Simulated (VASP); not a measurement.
Write the native input for VASP 6.6.1 that does the following.

```yaml
Task: single point
Functional: r2SCAN
Potentials_or_basis: VASP PAW PBE potentials, release 64 (Si, O)
Cutoff: 520 eV
k_mesh: 6 × 6 × 6
Occupations: gaussian, width 0.02 eV
Spin: no spin polarisation
Dipole_correction: no
Further_INCAR_settings: ALGO = Normal; EDIFF = 1e-07; NBANDS = 44
```

Crystal: SiO2.

```
Si O
1.0
     0.00000    4.35037    7.26198
     2.14692    0.00000    7.26198
     2.14692    4.35037    0.00000
Si O
4 8
Direct
  0.56025 0.56025 0.93975
  0.31025 0.31025 0.68975
  0.68975 0.68975 0.31025
  0.93975 0.93975 0.56025
  0.62500 0.12500 0.62500
  0.62500 0.62500 0.12500
  0.62500 0.62500 0.62500
  0.12500 0.62500 0.62500
  0.16240 0.83760 0.16240
  0.83760 0.16240 0.83760
  0.41240 0.08760 0.41240
  0.08760 0.41240 0.08760
```

One way to write it, as run:

POSCAR

```
SiO2
1.0
    0.0000000000      4.3503658186      7.2619795132
    2.1469154928      0.0000000000      7.2619795132
    2.1469154928      4.3503658186      0.0000000000
Si O
4 8
Direct
    0.5602521606      0.5602521606      0.9397478394
    0.3102521606      0.3102521606      0.6897478394
    0.6897478394      0.6897478394      0.3102521606
    0.9397478394      0.9397478394      0.5602521606
    0.6250000000      0.1250000000      0.6250000000
    0.6250000000      0.6250000000      0.1250000000
    0.6250000000      0.6250000000      0.6250000000
    0.1250000000      0.6250000000      0.6250000000
    0.1624043142      0.8375956858      0.1624043142
    0.8375956858      0.1624043142      0.8375956858
    0.4124043142      0.0875956858      0.4124043142
    0.0875956858      0.4124043142      0.0875956858
```

INCAR.step1

```
  PREC = Accurate
  ENCUT = 520
  ISMEAR = 0
  SIGMA = 0.02
  LREAL = False
  LASPH = True
  NELM = 100
  NBANDS = 44
  GGA = PE
  ALGO = Normal
  EDIFF = 1E-4
  LWAVE = True
  LCHARG = False
```

INCAR.step2

```
  PREC = Accurate
  ENCUT = 520
  EDIFF = 1E-7
  ISMEAR = 0
  SIGMA = 0.02
  LREAL = False
  LASPH = True
  NELM = 100
  ALGO = Normal
  ISIF = 2
  LWAVE = False
  LCHARG = False
  METAGGA = R2SCAN
  LMIXTAU = True
  NBANDS = 44
  ISTART = 1
```

KPOINTS

```
Automatic mesh
0
Gamma
  6 6 6
```

Potentials or basis: VASP PAW PBE potentials, release 64 (Si, O).

Launch:

```bash
$ cat potpaw_PBE.64/Si/POTCAR potpaw_PBE.64/O/POTCAR > POTCAR
$ cp INCAR.step1 INCAR
$ mpirun -np 1 vasp_std > vasp.out
$ cp INCAR.step2 INCAR
$ mpirun -np 1 vasp_std > vasp.out
```

It gave:

| Quantity | Value |
| --- | --- |
| Pressure | 30.3 GPa |
| Largest force | 0.098 eV/Å |
| Band gap on the k mesh | 6.46 eV |

Caveat: the cell stands under pressure; the PAW data sets were made with another functional, which shifts forces and pressure a little.

It took 22 min on 1 thread of Intel(R) Xeon(R) Platinum 8375C CPU @ 2.90GHz (Ice Lake) (shared host), peak memory 0.49 GiB.
